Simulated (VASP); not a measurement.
# SrCl2 (Immm) in VASP: a series of runs

The runs below take SrCl2 through single point, with PBEsol.

Program: VASP 6.6.1. These are calculated values, not measurements. Logs are shortened: lines on timing, memory, paths and dates and some standing lists are left out, and cuts for length are marked.

## 1. The cell of the first run

The structure is orthorhombic, space group Immm (No. 71). Conventional cell: a = 4.837 Å, b = 5.022 Å, c = 6.971 Å, α = 90.00°, β = 90.00°, γ = 90.00°. Within 3.9 Å of Sr (site symmetry mmm) lie 8 Cl at 2.98 to 3.06 Å. Within 3.9 Å of Cl (site symmetry mm2) lie 4 Sr at 2.98 to 3.06 Å and 6 Cl at 3.49 Å.

## 2. Single point, PBEsol (strain +0.0375 x Voigt [0, 0, 0, 0, 1, 0])

INCAR reads:

```
SYSTEM = SrCl2
PREC     = Accurate       ! precision mode
ENCUT    = 520            ! plane-wave cutoff, eV
EDIFF    = 1E-6           ! SCF threshold, eV
ISMEAR   = 0              ! smearing method
SIGMA    = 0.05           ! smearing width, eV
LREAL    = .False.        ! projectors in reciprocal space
LASPH    = .True.         ! aspherical terms in the spheres
NELM     = 60             ! most SCF steps
ALGO     = Normal         ! electronic algorithm
ISIF     = 2              ! what is computed and relaxed
LWAVE    = .False.        ! write WAVECAR
LCHARG   = .False.        ! write CHGCAR
GGA      = PS             ! functional
NBANDS   = 19             ! bands
```

KPOINTS reads:

```
regular mesh
0
Gamma
  6 6 6
  0 0 0
```

POSCAR reads:

```
SrCl2
1.0
    0.0653531250      3.4855000000      3.4855000000
    3.5508531250      0.0000000000      3.5508531250
    3.4855000000      3.4855000000      0.0653531250
Sr Cl
1 2
Direct
    0.0000000000      0.0000000000      0.0000000000
    0.2500000000      0.2500000000      0.2500000000
    0.7500000000      0.7500000000      0.7500000000
```

Potentials or basis: VASP PAW PBE potentials, release 64 (Sr_sv, Cl).

Started as:

```
cat potpaw_PBE.64/Sr_sv/POTCAR potpaw_PBE.64/Cl/POTCAR > POTCAR
mpirun -np 1 vasp_std > vasp.out
```

OUTCAR:

```text
SYSTEM = SrCl2
   PREC = Accurate
   ENCUT = 520
   EDIFF = 1E-6
   ISMEAR = 0
   LREAL = .False.
   LASPH = .True.
   NELM = 60
   ISIF = 2
   GGA = PS

 ion  position               nearest neighbor table
   1  0.000  0.000  0.000-   3 2.98   3 2.98   2 2.98   2 2.98   2 3.06   3 3.06   2 3.06   3 3.06

   2  0.250  0.250  0.250-   1 2.98   1 2.98   1 3.06   1 3.06
   3  0.750  0.750  0.750-   1 2.98   1 2.98   1 3.06   1 3.06

  LATTYP: Found a body centered orthorhombic cell.
 ALAT       =     4.8368180959
 B/A-ratio  =     1.0382165605
 C/A-ratio  =     1.4412367515

  Lattice vectors:

 A1 = (   0.0653531250,  -3.4855000000,   3.4855000000)
 A2 = (  -0.0653531250,  -3.4855000000,  -3.4855000000)
 A3 = (   3.4855000000,   3.4855000000,   0.0653531250)

Analysis of symmetry for initial positions (statically):
=====================================================================
 Subroutine PRICEL returns:
 Original cell was already a primitive cell.

 Routine SETGRP: Setting up the symmetry group for a
 body centered orthorhombic supercell.

 Subroutine GETGRP returns: Found  8 space group operations
 (whereof  8 operations were pure point group operations)
 out of a pool of  8 trial point group operations.

The static configuration has the point symmetry D_2h.

Analysis of symmetry for dynamics (positions and initial velocities):
=====================================================================
 Subroutine PRICEL returns:
 Original cell was already a primitive cell.

 Routine SETGRP: Setting up the symmetry group for a
 body centered orthorhombic supercell.

 Subroutine GETGRP returns: Found  8 space group operations
 (whereof  8 operations were pure point group operations)
 out of a pool of  8 trial point group operations.

The dynamic configuration has the point symmetry D_2h.

 Subroutine INISYM returns: Found  8 space group operations
 (whereof  8 operations are pure point group operations),
 and found     1 'primitive' translations

----------------------------------------------------------------------------------------

                                     Primitive cell

  volume of cell :      84.6589

  direct lattice vectors                    reciprocal lattice vectors
     0.065353125  3.485500000  3.485500000    -0.146192552  0.143451442  0.146192552
     3.550853125  0.000000000  3.550853125     0.140811231 -0.143451442  0.140811231
     3.485500000  3.485500000  0.065353125     0.146192552  0.143451442 -0.146192552

  length of vectors
     4.929674587  5.021664647  4.929674587     0.251640300  0.245426001  0.251640300

  position of ions in fractional coordinates (direct lattice)
     0.000000000  0.000000000  0.000000000
     0.250000000  0.250000000  0.250000000
     0.750000000  0.750000000  0.750000000

  ion indices of the primitive-cell ions
   primitive index   ion index
                 1           1
                 2           2
                 3           3

----------------------------------------------------------------------------------------

 KPOINTS: regular mesh

Automatic generation of k-mesh.
 Grid dimensions read from file:
 generate k-points for:    6    6    6

 Generating k-lattice:

  Cartesian coordinates                     Fractional coordinates (reciprocal lattice)
    -0.024365425  0.023908574  0.024365425     0.166666667  0.000000000  0.000000000
     0.023468539 -0.023908574  0.023468539     0.000000000  0.166666667 -0.000000000
     0.024365425  0.023908574 -0.024365425     0.000000000  0.000000000  0.166666667

  Length of vectors
     0.041940050  0.040904333  0.041940050

  Shift w.r.t. Gamma in fractional coordinates (k-lattice)
     0.000000000  0.000000000  0.000000000

 Subroutine IBZKPT returns following result:
 ===========================================

 Found     46 irreducible k-points:

 Following reciprocal coordinates:
            Coordinates               Weight
  0.000000  0.000000  0.000000      1.000000
  0.166667  0.000000  0.000000      4.000000
  0.333333  0.000000 -0.000000      4.000000
  0.500000  0.000000 -0.000000      2.000000
  0.000000  0.166667  0.000000      4.000000
  0.166667  0.166667  0.000000      4.000000
[... 16 lines left out ...]
  0.500000  0.000000  0.166667      4.000000
 -0.333333  0.000000  0.166667      4.000000
 [... further k-points ...]
   k-points           NKPTS =     46   k-points in BZ     NKDIM =     46   number of bands    NBANDS=     19
   number of dos      NEDOS =    301   number of ions     NIONS =      3
   total plane-waves  NPLWV =  64000
   dimension x,y,z NGX =    40 NGY =   40 NGZ =   40
   dimension x,y,z NGXF=    80 NGYF=   80 NGZF=   80
   ions per type =               1   2
   NGX,Y,Z   is equivalent  to a cutoff of  13.49, 13.24, 13.49 a.u.
   NGXF,Y,Z  is equivalent  to a cutoff of  26.98, 26.48, 26.98 a.u.
 SYSTEM =  SrCl2
   PREC   = accura    normal or accurate (medium, high low for compatibility)
   ISTART =      0    job   : 0-new  1-cont  2-samecut
   ICHARG =      2    charge: 1-file 2-atom 10-const
   ISPIN  =      1    spin polarized calculation?
   LNONCOLLINEAR =      F non collinear calculations
   LSORBIT =      F    spin-orbit coupling
   LASPH  =      T    aspherical Exc in radial PAW
   ENCUT  =  520.0 eV  38.22 Ry    6.18 a.u.   9.17  9.34  9.17*2*pi/ulx,y,z
   NELM   =     60;   NELMIN=  2; NELMDL= -5     # of ELM steps
   EDIFF  = 0.1E-05   stopping-criterion for ELM
   LREAL  =      F    real-space projection
   EDIFFG = 0.1E-04   stopping-criterion for IOM
   NSW    =      0    number of steps for IOM
   IBRION =     -1    ionic relax: 0-MD 1-quasi-New 2-CG
   NFREE  =      0    steps in history (QN), initial steepest desc. (CG)
   ISIF   =      2    stress and relaxation
   ISYM   =      2    0-nonsym 1-usesym 2-fastsym
   POTIM  = 0.5000    time-step for ionic-motion
   TEBEG  =    0.0;   TEEND  =   0.0 temperature during run
   PSTRESS=    0.0 pullay stress
   NELECT =      24.0000    total number of electrons
   NUPDOWN=      -1.0000    fix difference up-down
   EMIN   =  10.00;   EMAX   =-10.00  energy-range for DOS
   EFERMI =   0.00;   METHOD = LEGACY
   ISMEAR =     0;   SIGMA  =   0.05  broadening in eV -4-tet -1-fermi 0-gaus
   EFERMI_NEDOS =   21; number of points for ismear=-14 and -15
   IALGO  =     38    algorithm
   IMIX   =      4    mixing-type and parameters
     AMIX     =   0.40;   BMIX     =  1.00
     AMIX_MAG =   1.60;   BMIX_MAG =  1.00
  volume/ion in A,a.u.               =      28.22       190.44
  Fermi-wavevector in a.u.,A,eV,Ry     =   1.075444  2.032294 15.736218  1.156579
  Thomas-Fermi vector in A             =   2.211300
   LORBIT       =      0    0 simple, 1 ext, 2 COOP (PROOUT), +10 PAW based schemes
   GGA     = PS    functional components
   LHFCALC =     F    Hartree Fock is set to
   AEXX    =    0.0000 exact exchange contribution
   IVDW    =     0    specifies the selected vdW correction
   LEPSILON=     F    determine dielectric tensor
   LRPA    =     F    only Hartree local field effects (RPA)
 non-spin polarized calculation
 Gauss-broadening in eV      SIGMA  =   0.05
  energy-cutoff  :      520.00
  volume of cell :       84.66
 maximum number of plane-waves:      2310
 NGX is ok and might be reduce to    40
   NGX = 19   NGY = 19   NGZ = 19

 number of electron      24.0000001 magnetization

 Free energy of the ion-electron system (eV)
  ---------------------------------------------------
  ext. energy  EPLUGINS =         0.00000000
  ---------------------------------------------------
  free energy    TOTEN  =       -13.33283655 eV

  energy without entropy =      -13.33283655  energy(sigma->0) =      -13.33283655

 E-fermi :   0.4117     XC(G=0):  -8.5031

 val. band max:        0.0987640349   @ k =   0.5000   0.0000   0.5000
 cond. band min:       5.2426640349   @ k =   0.0000   0.0000   0.0000
 fundamental gap:      5.1439000000
 Fermi energy:         0.4117079272

 k-point     1 :       0.0000    0.0000    0.0000
  band No.  band energies     occupation
      1     -32.6868      2.00000
      2     -14.7086      2.00000
      3     -14.7063      2.00000
      4     -14.7042      2.00000
      5     -13.2049      2.00000
      6     -12.3284      2.00000
[... 11 lines left out ...]
     18       9.1988      0.00000
     19       9.3460      0.00000

 k-point     2 :       0.1667    0.0000    0.0000
  band No.  band energies     occupation
      1     -32.6859      2.00000
      2     -14.8068      2.00000
      3     -14.7112      2.00000
      4     -14.7100      2.00000
      5     -13.0333      2.00000
      6     -12.3934      2.00000
[... 11 lines left out ...]
     18       8.8287      0.00000
     19       9.7034      0.00000

 k-point     3 :       0.3333    0.0000   -0.0000
  band No.  band energies     occupation
      1     -32.6840      2.00000
      2     -14.9616      2.00000
      3     -14.7187      2.00000
      4     -14.7172      2.00000
      5     -12.8082      2.00000
      6     -12.4416      2.00000
[... 11 lines left out ...]
     18       8.6826      0.00000
     19       9.1490      0.00000

 k-point     4 :       0.5000    0.0000   -0.0000
  band No.  band energies     occupation
      1     -32.6831      2.00000
      2     -15.0239      2.00000
      3     -14.7224      2.00000
      4     -14.7209      2.00000
      5     -12.7951      2.00000
      6     -12.3753      2.00000
[... 11 lines left out ...]
     18       8.6646      0.00000
     19       8.9023      0.00000

 k-point     5 :       0.0000    0.1667    0.0000
  band No.  band energies     occupation
      1     -32.6860      2.00000
      2     -14.7975      2.00000
      3     -14.7102      2.00000
      4     -14.7078      2.00000
      5     -13.0571      2.00000
      6     -12.3810      2.00000
[... 11 lines left out ...]
     18       8.8626      0.00000
     19       9.7847      0.00000

 k-point     6 :       0.1667    0.1667    0.0000
  band No.  band energies     occupation
      1     -32.6857      2.00000
      2     -14.8245      2.00000
      3     -14.7165      2.00000
      4     -14.7141      2.00000
      5     -12.9864      2.00000
      6     -12.4117      2.00000
[... 11 lines left out ...]
     18       8.7726      0.00000
     19       9.0178      0.00000

 k-point     7 :       0.3333    0.1667    0.0000
  band No.  band energies     occupation
      1     -32.6841      2.00000
      2     -14.9473      2.00000
      3     -14.7314      2.00000
      4     -14.7232      2.00000
      5     -12.7482      2.00000
      6     -12.4951      2.00000
[... 11 lines left out ...]
     18       8.5624      0.00000
     19       9.3929      0.00000

 k-point     8 :       0.5000    0.1667    0.0000
  band No.  band energies     occupation
      1     -32.6829      2.00000
      2     -15.0033      2.00000
      3     -14.7720      2.00000
      4     -14.7265      2.00000
      5     -12.7077      2.00000
      6     -12.4206      2.00000
[... 256 lines left out ...]
 k-point    20 :       0.5000    0.5000    0.0000
  band No.  band energies     occupation
      1     -32.6822      2.00000
      2     -15.0781      2.00000
      3     -14.7402      2.00000
      4     -14.7400      2.00000
      5     -12.6443      2.00000
      6     -12.4058      2.00000
[... 11 lines left out ...]
     18       8.5809      0.00000
     19       9.9433      0.00000

 k-point    21 :       0.1667    0.0000    0.1667
  band No.  band energies     occupation
      1     -32.6857      2.00000
      2     -14.8260      2.00000
      3     -14.7154      2.00000
      4     -14.7125      2.00000
      5     -12.9882      2.00000
      6     -12.4109      2.00000
[... 11 lines left out ...]
     18       8.7318      0.00000
     19       9.0252      0.00000

 k-point    22 :       0.3333    0.0000    0.1667
  band No.  band energies     occupation
      1     -32.6842      2.00000
      2     -14.9299      2.00000
      3     -14.7450      2.00000
      4     -14.7236      2.00000
      5     -12.7559      2.00000
      6     -12.4898      2.00000
[... 11 lines left out ...]
     18       8.5068      0.00000
     19       9.5150      0.00000

 k-point    23 :       0.5000    0.0000    0.1667
  band No.  band energies     occupation
      1     -32.6829      2.00000
      2     -14.9882      2.00000
      3     -14.7899      2.00000
      4     -14.7263      2.00000
      5     -12.6942      2.00000
      6     -12.4311      2.00000
[... 11 lines left out ...]
     18       8.8264      0.00000
     19       9.2892      0.00000

 k-point    24 :      -0.3333    0.0000    0.1667
  band No.  band energies     occupation
      1     -32.6831      2.00000
      2     -14.9824      2.00000
      3     -14.7816      2.00000
      4     -14.7209      2.00000
      5     -12.6858      2.00000
      6     -12.4645      2.00000
[... 11 lines left out ...]
     18       8.7311      0.00000
     19       9.2762      0.00000

 [... further k-points ...]
[... 5 lines left out ...]
  --------------------------------------------------------------------------------------
  -------------------------------------------------------------------------------------
  Total       -0.4187859     -0.4129657     -0.4187859      0.0000000      0.0000000     -0.2813546
  in kB       -7.9255621     -7.8154148     -7.9255621      0.0000000      0.0000000     -5.3246628
  external PRESSURE =      -7.8888463 kB  Pullay stress =       0.0000000 kB

 VOLUME and BASIS-vectors are now :
 -----------------------------------------------------------------------------
  energy-cutoff  :      520.00
  volume of cell :       84.66
      direct lattice vectors                 reciprocal lattice vectors
     0.065353125  3.485500000  3.485500000    -0.146192552  0.143451442  0.146192552
     3.550853125  0.000000000  3.550853125     0.140811231 -0.143451442  0.140811231
     3.485500000  3.485500000  0.065353125     0.146192552  0.143451442 -0.146192552

 POSITION                                       TOTAL-FORCE (eV/Angst)
 -----------------------------------------------------------------------------------
      0.00000      0.00000      0.00000        -0.000000      0.000000     -0.000000
      1.77543      1.74275      1.77543         0.000000     -0.083050      0.000000
      5.32628      5.22825      5.32628        -0.000000      0.083050     -0.000000
 -----------------------------------------------------------------------------------
    total drift:                               -0.000000     -0.000000      0.000000

  FREE ENERGIE OF THE ION-ELECTRON SYSTEM (eV)
  ---------------------------------------------------
  free  energy   TOTEN  =       -13.3328365465 eV

  energy  without entropy=      -13.3328365465  energy(sigma->0) =      -13.33283655
```

Wall time 70 s (1 thread of Intel Xeon 6975P-C, shared host); peak memory 0.27 GiB.

Results:

```yaml
Free_energy: -13.3328 eV
Pressure: -0.8 GPa
Largest_force: 0.083 eV/Å
Band_gap_on_the_k_mesh: 5.14 eV, indirect (least direct gap 5.36 eV)
```

Forces in eV/Å, atoms in the order of the input:
```
Sr   0.000  0.000  0.000
Cl   0.000 -0.083  0.000
Cl   0.000  0.083  0.000
```

Stress tensor (GPa, compression positive):
```
-0.79  0.00 -0.53
 0.00 -0.78  0.00
-0.53  0.00 -0.79
```

Levels at points of the mesh, in eV from the valence-band top:
| k point | band 10 | band 11 | band 12 | band 13 | band 14 | band 15 |
| --- | --- | --- | --- | --- | --- | --- |
| (0.00, 0.00, 0.00) | -0.37 | -0.34 | -0.32 | 5.14 | 5.97 | 5.98 |
| (0.50, 0.00, 0.00) | -1.35 | -1.09 | -1.07 | 6.58 | 6.69 | 7.47 |
| (0.00, 0.50, 0.00) | -1.36 | -1.07 | -1.05 | 6.54 | 6.64 | 7.38 |
| (0.50, 0.50, 0.00) | -0.42 | -0.42 | 0.00 | 5.36 | 6.92 | 7.53 |
| (0.50, 0.00, 0.50) | -0.50 | -0.33 | 0.00 | 5.36 | 6.93 | 7.53 |

Caveat: the cell differs from its parent crystal (strain +0.0375 x Voigt [0, 0, 0, 0, 1, 0]); the PAW data sets were made with another functional, which shifts forces and pressure a little. A k mesh can miss the band edges.

## 3. Single point, PBEsol (strain +0.0187 x Voigt [0, 0, 0, 0, 1, 0])

INCAR, as its differences from that of step 2:

```diff
@@ -3,3 +3,3 @@
 ENCUT    = 520            ! plane-wave cutoff, eV
-EDIFF    = 1E-6           ! SCF threshold, eV
+EDIFF    = 1E-7           ! SCF threshold, eV
 ISMEAR   = 0              ! smearing method
```

KPOINTS reads:

```
Automatic mesh
0
Gamma
  6 6 6
  0 0 0
```

POSCAR reads:

```
SrCl2
1.0
    0.0325894250      3.4855000000      3.4855000000
    3.5180894250      0.0000000000      3.5180894250
    3.4855000000      3.4855000000      0.0325894250
Sr Cl
1 2
Direct
    0.0000000000      0.0000000000      0.0000000000
    0.2500000000      0.2500000000      0.2500000000
    0.7500000000      0.7500000000      0.7500000000
```

Potentials or basis: VASP PAW PBE potentials, release 64 (Sr_sv, Cl).

Started as:

```
cat potpaw_PBE.64/Sr_sv/POTCAR potpaw_PBE.64/Cl/POTCAR > POTCAR
mpirun -np 1 vasp_std > vasp.out
```

Run time: 87 s. Hardware: 1 thread of Intel Xeon 6975P-C, shared host; peak memory 0.27 GiB.

Results (log left out):

- Free energy: -13.3367 eV
- Pressure: -0.8 GPa
- Largest force: 0.041 eV/Å
- Band gap on the k mesh: 5.14 eV, indirect (least direct gap 5.36 eV)

Forces in eV/Å, atoms in the order of the input:
```
Sr   0.000  0.000  0.000
Cl   0.000 -0.041  0.000
Cl   0.000  0.041  0.000
```

Stress tensor (GPa, compression positive):
```
-0.83  0.00 -0.26
 0.00 -0.83  0.00
-0.26  0.00 -0.83
```

Levels at points of the mesh, in eV from the valence-band top:
```tsv
k point	band 8	band 9	band 10	band 11	band 12	band 13	band 14	band 15	band 16	band 17
(0.00, 0.00, 0.00)	-2.18	-2.17	-0.36	-0.34	-0.33	5.14	5.97	5.98	8.78	8.88
(0.50, 0.00, 0.00)	-1.60	-1.55	-1.35	-1.08	-1.07	6.60	6.65	7.44	7.72	8.53
(0.00, 0.50, 0.00)	-1.61	-1.53	-1.36	-1.07	-1.06	6.57	6.63	7.40	7.71	8.51
(0.50, 0.50, 0.00)	-1.92	-1.92	-0.42	-0.42	0.00	5.36	6.93	7.52	7.95	7.96
(0.50, 0.00, 0.50)	-1.95	-1.89	-0.46	-0.37	0.00	5.36	6.93	7.52	7.89	8.01
```

Caveat: the cell differs from its parent crystal (strain +0.0187 x Voigt [0, 0, 0, 0, 1, 0]); the PAW data sets were made with another functional, which shifts forces and pressure a little.
